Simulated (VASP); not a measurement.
Wanted: the native input for a VASP 6.6.1 run.

* Task: relaxation of cell and atoms
* Functional: PBE
* Potentials or basis: VASP PAW PBE potentials, release 64 (Zn, In_d)
* Cutoff: 600 eV
* k mesh: 4 × 4 × 4
* Occupations: gaussian, width 0.1 eV
* Spin: no spin polarisation
* Dipole correction: no
* Further INCAR settings: ALGO = Normal; EDIFF = 1e-06; IBRION = 2; EDIFFG = -0.04; NSW = 90; ISIF = 3

The structure of ZnIn2 lies in POSCAR:

```
ZnIn2
1.0
    0.0000000000      3.9802854942      3.9802854942
    3.9802854942      0.0000000000      3.9802854942
    3.9802854942      3.9802854942      0.0000000000
Zn In
2 4
Direct
    0.0000000000      0.0000000000      0.0000000000
    0.2500000000      0.2500000000      0.2500000000
    0.6250000000      0.6250000000      0.6250000000
    0.1250000000      0.6250000000      0.6250000000
    0.6250000000      0.6250000000      0.1250000000
    0.6250000000      0.1250000000      0.6250000000
```

The input as run:

INCAR

```
SYSTEM = ZnIn2
ALGO = Normal
EDIFF = 1E-6
EDIFFG = -0.04
ENCUT = 600
GGA = PE
IBRION = 2
ISIF = 3
ISMEAR = 0
LASPH = .TRUE.
LCHARG = .FALSE.
LREAL = .FALSE.
LWAVE = .FALSE.
NELM = 80
NSW = 90
PREC = Accurate
SIGMA = 0.1
```

KPOINTS

```
k-points
0
G
  4 4 4
  0 0 0
```

Potentials or basis: VASP PAW PBE potentials, release 64 (Zn, In_d).

Launch:

```sh
$ cat potpaw_PBE.64/Zn/POTCAR potpaw_PBE.64/In_d/POTCAR > POTCAR
$ mpirun -np 1 vasp_std > vasp.out
```

Results of the run:

```
Relaxed volume                        : 27.02 Å³/atom
Relaxed cell                          : a = 6.121 Å, b = 6.121 Å, c = 6.121 Å, α = 60.00°, β = 60.00°, γ = 60.00°
Space group after relaxing (to 0.1 Å) : Fd-3m (No. 227)
Energy gained by relaxing             : 218.7 meV/atom
Ionic steps                           : 3
Pressure after relaxing               : 0.1 GPa
Band gap on the k mesh                : zero (bands 38 and 39 overlap by 2.91 eV)
```

Caveat: the volume moved by over 15 % at a fixed basis, so the end points are rough; spin-orbit coupling is left out, which moves the levels of the heavy elements.

Run time: 4.3 min on 1 thread of Intel Xeon 8259CL, with other jobs on the host, peak memory 0.35 GiB.
